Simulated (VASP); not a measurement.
Write the native input for VASP 6.6.1 that does the following.

* Task: single point
* Functional: PBEsol
* Potentials or basis: VASP PAW PBE potentials, release 64 (Si)
* Cutoff: 520 eV
* k mesh: 12 × 12 × 12
* Occupations: gaussian, width 0.03 eV
* Spin: no spin polarisation
* Dipole correction: no
* Further INCAR settings: ALGO = Normal; EDIFF = 1e-06; NBANDS = 16

The structure of Si lies in POSCAR:

```
Si
1.0
   -3.3966256733      3.3966256733      1.8844479235
    3.3966256733     -3.3966256733      1.8844479235
    3.3966256733      3.3966256733     -1.8844479235
Si
4
Direct
    0.1787304307      0.1787304307      0.3574608614
    0.8212695693      0.8212695693      0.6425391386
    0.1787304307      0.8212695693      0.0000000000
    0.8212695693      0.1787304307      0.0000000000
```

These files were run (other wordings do the same):

INCAR

```
PREC = Accurate
ENCUT = 520
EDIFF = 1E-6
ISMEAR = 0
SIGMA = 0.03
LREAL = F
LASPH = T
NELM = 100
ALGO = Normal
ISIF = 2
LWAVE = F
LCHARG = F
GGA = PS
NBANDS = 16
```

KPOINTS

```
regular mesh
0
Gamma
  12 12 12
```

Potentials or basis: VASP PAW PBE potentials, release 64 (Si).

The run is started by

```console
$ cat potpaw_PBE.64/Si/POTCAR > POTCAR
$ mpirun -np 1 vasp_std > vasp.out
```

Results of the run:

- Pressure: -1.8 GPa
- Largest force: 0.430 eV/Å
- Band gap on the k mesh: 0.12 eV (least direct gap 0.81 eV)

Caveat: the stress differs along the axes, from -4 to 3 GPa; semilocal functionals underestimate gaps, and a narrow one can read as zero; the PAW data sets were made with another functional, which shifts forces and pressure a little.

Run time: 2.8 min on 1 thread of Intel(R) Xeon(R) 6975P-C (Granite Rapids), with other jobs on the host, peak memory 0.33 GiB.
